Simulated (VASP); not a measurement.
A run of VASP 6.6.1:

File INCAR:

```
ALGO     = Normal         # electronic algorithm
EDIFF    = 1E-7           # SCF threshold, eV
ENCUT    = 520            # plane-wave cutoff, eV
GGA      = PE             # functional
ISIF     = 2              # what is computed and relaxed
ISMEAR   = 0              # smearing method
LASPH    = True           # aspherical terms in the spheres
LCHARG   = False          # write CHGCAR
LREAL    = False          # projectors in reciprocal space
LWAVE    = False          # write WAVECAR
NBANDS   = 21             # bands
NELM     = 80             # most SCF steps
PREC     = Accurate       # precision mode
SIGMA    = 0.03           # smearing width, eV
```

Contents of KPOINTS:

```
k-points
0
Gamma
  8 8 8
```

File POSCAR:

```
Sn
1.0
    0.0000000000      3.3289000152      3.3289000152
    3.3289000152      0.0000000000      3.3289000152
    3.3289000152      3.3289000152      0.0000000000
Sn
2
Direct
    0.5000000000      0.5000000000      0.5000000000
    0.7500000000      0.7500000000      0.7500000000
```

Potentials or basis: VASP PAW PBE potentials, release 64 (Sn_d).

The run is started by

```bash
$ cat potpaw_PBE.64/Sn_d/POTCAR > POTCAR
$ mpirun -np 1 vasp_std > vasp.out
```

Hardware: 1 thread of AMD EPYC 7R13, with other jobs on the host.

Task: Estimate the wall time of this run.

Result: Wall time 74 s on 1 thread of AMD EPYC 7R13, with other jobs on the host, peak memory 0.18 GiB. Counts: scf iterations 13, k points 29.
